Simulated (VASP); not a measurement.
Write the native input for VASP 6.6.1 that does the following.

- Task: single point
- Functional: PBEsol
- Potentials or basis: VASP PAW PBE potentials, release 64 (Co, O)
- Cutoff: 520 eV
- k mesh: 9 × 9 × 9
- Occupations: gaussian, width 0.05 eV
- Spin: collinear spin, ferromagnetic start
- Starting moments: [2.0, 0.0] μB
- Dipole correction: no
- Further INCAR settings: ALGO = Normal; EDIFF = 1e-06; NBANDS = 18

The structure of CoO lies in POSCAR:

```
CoO
1.0
    0.0000000000      2.1315000000      2.1315000000
    2.1315000000      0.0000000000      2.1315000000
    2.1315000000      2.1315000000      0.0000000000
Co O
1 1
Direct
    0.0000000000      0.0000000000      0.0000000000
    0.5000000000      0.5000000000      0.5000000000
```

One way to write it, as run:

INCAR

```
ALGO = Normal
EDIFF = 1E-6
ENCUT = 520
GGA = PS
ISIF = 2
ISMEAR = 0
ISPIN = 2
LASPH = T
LCHARG = F
LMAXMIX = 4
LORBIT = 11
LREAL = F
LWAVE = F
MAGMOM = 2 0
NBANDS = 18
NELM = 150
PREC = Accurate
SIGMA = 0.05
```

KPOINTS

```
k-points
0
Gamma
  9 9 9
```

Potentials or basis: VASP PAW PBE potentials, release 64 (Co, O).

Launch:

```console
$ cat potpaw_PBE.64/Co/POTCAR potpaw_PBE.64/O/POTCAR > POTCAR
$ mpirun -np 1 vasp_std > vasp.out
```

It gave:

```json
{"Pressure": "-11.2 GPa", "Band gap on the k mesh": "zero (filled and empty bands overlap)", "Net moment": "2.97 μB per cell", "Site moments": "Co +2.59; O +0.33 μB", "Valence electrons inside the program's atomic spheres": "Co 7.80; O 4.95"}
```

Caveat: the cell stands under tension; the PAW data sets were made with another functional, which shifts forces and pressure a little; a cell with one magnetic atom can't hold antiferromagnetic order, which such compounds often take; semilocal functionals often make such compounds metallic where correlation or magnetic order opens a gap, which also shifts bond lengths.

Wall time 36 s on 1 thread of Intel Xeon 8259CL (shared host), peak memory 0.16 GiB.
